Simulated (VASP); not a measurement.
WC (rocksalt type), 2 atoms in the cell. It takes space group Fm-3m (No. 225, cubic). The conventional cell has a = 4.038 Å, b = 4.038 Å, c = 4.038 Å, α = 90.00°, β = 90.00°, γ = 90.00°. Within 2.7 Å of W (site symmetry m-3m) lie 6 C at 2.02 Å. Within 2.7 Å of C (site symmetry m-3m) lie 6 W at 2.02 Å. 

- Program: VASP 6.6.1
- Task: relaxation of cell and atoms
- Functional: PBE
- Potentials or basis: VASP PAW PBE potentials, release 64 (W_sv, C)
- Cutoff: 600 eV
- k mesh: 17 × 17 × 17
- Occupations: fermi-dirac, width 0.08 eV
- Spin: no spin polarisation
- Target pressure: 150 GPa
- Dipole correction: no
- Further INCAR settings: ALGO = Normal; EDIFF = 1e-06; IBRION = 2; EDIFFG = -0.005; NSW = 32; ISIF = 3

Potentials or basis: VASP PAW PBE potentials, release 64 (W_sv, C).

Run with:

```bash
$ cat potpaw_PBE.64/W_sv/POTCAR potpaw_PBE.64/C/POTCAR > POTCAR
$ mpirun -np 1 vasp_std > vasp.out
```

Hardware: 1 thread of Intel(R) Xeon(R) 6975P-C (Granite Rapids) (shared host).

Q: How long does it take, and how much memory?

A: Wall time 33 s on 1 thread of Intel(R) Xeon(R) 6975P-C (Granite Rapids) (shared host), peak memory 0.18 GiB. Counts: scf iterations 26, k points 165, ion steps 3.
